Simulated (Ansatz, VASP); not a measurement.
# Si in VASP and in Ansatz

The input INCAR:

```
SYSTEM = Si
PREC = Accurate
ENCUT = 500
EDIFF = 1E-6
ISMEAR = 0
SIGMA = 0.01
LREAL = .FALSE.
LASPH = .TRUE.
NELM = 120
ALGO = Normal
ISIF = 2
LWAVE = .FALSE.
LCHARG = .FALSE.
GGA = PE
NBANDS = 11
GGA_COMPAT = .FALSE.
```

Contents of KPOINTS:

```
Automatic mesh
0
G
  8 8 8
  0 0 0
```

File POSCAR:

```
Si
1.0
    0.0000000000      2.7350468771      2.7350468771
    2.7350468771      0.0000000000      2.7350468771
    2.7350468771      2.7350468771      0.0000000000
Si
2
Direct
    0.7500000000      0.7500000000      0.7500000000
    0.5000000000      0.5000000000      0.5000000000
```

Input for Ansatz:

```yaml
crystal:
  lattice:
    - [0.0, 2.7350468771, 2.7350468771]
    - [2.7350468771, 0.0, 2.7350468771]
    - [2.7350468771, 2.7350468771, 0.0]
  atoms:
    - { symbol: Si, position: [0.75, 0.75, 0.75] }
    - { symbol: Si, position: [0.5, 0.5, 0.5] }
basis:
  ecutwfc: 420
  xc_grid: 2
kpoints:
  mp_grid: { grid: [8, 8, 8] }
  band_path: { path: [VBM, CBM], npoints: 2 }
hamiltonian:
  xc: pbe
scf:
  occupations: { method: gaussian, width: 0.01 }
output:
  forces: true
  stress: true
  eigenvalues: true
```

Alike in both runs: task single point; functional PBE; k mesh 8 × 8 × 8; occupations gaussian, width 0.01 eV; no spin polarisation.

|  | VASP | Ansatz |
| --- | --- | --- |
| version | VASP 6.6.1 | Ansatz 0.2.0 |
| potentials or method | VASP PAW PBE potentials, release 64 (Si), cutoff 500 eV | scalar-relativistic, plane waves, PAW |
| valence electrons in the cell | 8 | 8 |

Ansatz gave:

- gap on the k mesh at the Fermi level (eV): 0.65
- least direct gap on the mesh (eV): 2.55
- pressure (GPa): 0.0

Question: Which values does VASP return?

Answer: gap on the k mesh at the Fermi level (eV): 0.65; least direct gap on the mesh (eV): 2.56; pressure (GPa): -0.1.

The functional is the same, so the differences come from potentials, cutoffs and numerics.
